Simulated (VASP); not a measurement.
A run of VASP 6.6.1 is set up as follows.

Contents of INCAR:

```
ALGO = Normal ; EDIFF = 1E-7
ENCUT = 520 ; GGA = PE
ISIF = 2 ; ISMEAR = 0
LASPH = True ; LCHARG = True
LELF = True ; LREAL = False
LVHAR = True ; LWAVE = False
NBANDS = 31 ; NELM = 100
PREC = Accurate ; SIGMA = 0.05
```

The input KPOINTS:

```
k-points
0
Gamma
  10 10 3
```

POSCAR

```
C
1.0
   -2.5194924611      0.0000000000      0.0000000000
   -1.2597462306     -2.1819444760      0.0000000000
    0.9449356476      0.5455588504     10.3668212017
C
10
Direct
   -0.0479936422     -0.0479936422      0.8741755410
    0.9147636222      0.9147636222      0.7252244590
    0.0982072708      0.0982072708      0.1257456505
    0.8518627092      0.8518627092      0.4736543495
    0.1354756758      0.1354756758      0.2747993967
    0.8145943042      0.8145943042      0.3246006033
    0.2978666815      0.2978666815      0.9242768224
    0.5689032985      0.5689032985      0.6751231776
    0.4190173437      0.4190173437      0.0756592868
    0.5310526363      0.5310526363      0.5237407132
```

Potentials or basis: VASP PAW PBE potentials, release 64 (C).

Run with:

```console
$ cat potpaw_PBE.64/C/POTCAR > POTCAR
$ mpirun -np 1 vasp_std > vasp.out
```

Problem. Estimate the largest force.

Solution. 2.543 eV/Å.

Problem. Estimate the pressure.

Solution. 0.6 GPa.

Problem. Estimate the band gap on the k mesh.

Solution. 4.04 eV (least direct gap 5.00 eV).

Stress tensor (GPa, compression positive):
```
-0.59 -1.10 13.24
-1.10  0.68  7.65
13.24  7.65  1.61
```

Caveat: an odd mesh through Γ misses points on the zone boundary, where band edges can lie; forces of over 1 eV/Å act on the atoms, so gaps and moduli don't describe the material at rest.
